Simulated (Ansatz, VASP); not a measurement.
# One calculation of Ni, two programs

Contents of INCAR:

```
SYSTEM = Ni
ALGO = Normal ; EDIFF = 1E-6
EDIFFG = -0.01 ; ENCUT = 600
GGA = PE ; IBRION = 2
ISIF = 3 ; ISMEAR = 0
LASPH = .True. ; LCHARG = .False.
LREAL = .False. ; LWAVE = .False.
NELM = 60 ; NSW = 100
PREC = Accurate ; SIGMA = 0.1
```

File KPOINTS:

```
k-points
0
Gamma
  26 26 26
  0 0 0
```

Contents of POSCAR:

```
Ni
1.0
    0.0000000000      1.7556472368      1.7556472368
    1.7556472368      0.0000000000      1.7556472368
    1.7556472368      1.7556472368      0.0000000000
Ni
1
Direct
    0.5000000000      0.5000000000      0.5000000000
```

Input for Ansatz:

```yaml
crystal:
  lattice:
    - [0.0, 1.7556472368, 1.7556472368]
    - [1.7556472368, 0.0, 1.7556472368]
    - [1.7556472368, 1.7556472368, 0.0]
  atoms:
    - { symbol: Ni, position: [0.5, 0.5, 0.5] }
basis:
  ecutwfc: 420
kpoints:
  mp_grid: { grid: [26, 26, 26] }
hamiltonian:
  xc: pbe
scf:
  occupations: { method: gaussian, width: 0.1 }
output:
  forces: true
  stress: true
  eigenvalues: true
relax:
  adjacent_minimum: "off"
  f_tol: 0.01
  max_steps: 80
  cell: { stress_tol: 0.05 }
```

Alike in both runs: task relaxation of cell and atoms; functional PBE; k mesh 26 × 26 × 26; occupations gaussian, width 0.1 eV; no spin polarisation.

```csv
,VASP,Ansatz
version,VASP 6.6.1,Ansatz 0.2.0
potentials or method,"VASP PAW PBE potentials, release 64 (Ni), cutoff 600 eV","scalar-relativistic, plane waves, PAW"
valence electrons in the cell,10,18
```

|  | VASP | Ansatz | Ansatz less VASP |
| --- | --- | --- | --- |
| gap on the k mesh at the Fermi level, each at its own relaxed structure (eV) | none | none | - |
| relaxed volume (Å³/atom) | 10.82 | 10.82 | +0.002 |
| relaxed cell length with the largest relative difference (Å) | 2.483 | 2.483 | +0.0001 |

A gap of «none» marks a metal or a gap that the smearing closes. VASP's potentials hold 10 valence electrons a cell and Ansatz's 18, so a difference there can come from the potentials and not from the codes.

Noted on VASP's run: the relaxation stopped at its first step, so nothing moved.
